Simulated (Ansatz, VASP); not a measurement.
## Two plane-wave programs on Sr3Ag

```xyz
4
Lattice="5.4751 0.0000 0.0000 0.0000 5.4751 0.0000 0.0000 0.0000 5.4751" Properties=species:S:1:pos:R:3 pbc="T T T"
Sr    0.0000    2.7375    2.7375
Sr    2.7375    0.0000    2.7375
Sr    2.7375    2.7375    0.0000
Ag    0.0000    0.0000    0.0000
```

Alike in both runs: task single point; functional PBE; k mesh 8 × 8 × 8; no spin polarisation.

```csv
,VASP,Ansatz
version,VASP 6.6.1,Ansatz 0.2.0
potentials or method,"VASP PAW PBE potentials, release 64 (Sr_sv, Ag), cutoff 520 eV","scalar-relativistic, plane waves, PAW"
occupations,tetrahedron,tetrahedron-uncorrected
valence electrons in the cell,41,49
```

VASP gave:

* gap on the k mesh at the Fermi level (eV): none
* pressure (GPa): 0.1

Q: Estimate Ansatz's values.

A: gap on the k mesh at the Fermi level (eV): none; pressure (GPa): 0.0.

A gap of «none» marks a metal or a gap that the smearing closes. VASP's potentials hold 41 valence electrons a cell and Ansatz's 49, so a difference there can come from the potentials and not from the codes. Ansatz's warnings: band table not solved further, stress scf threshold loose.
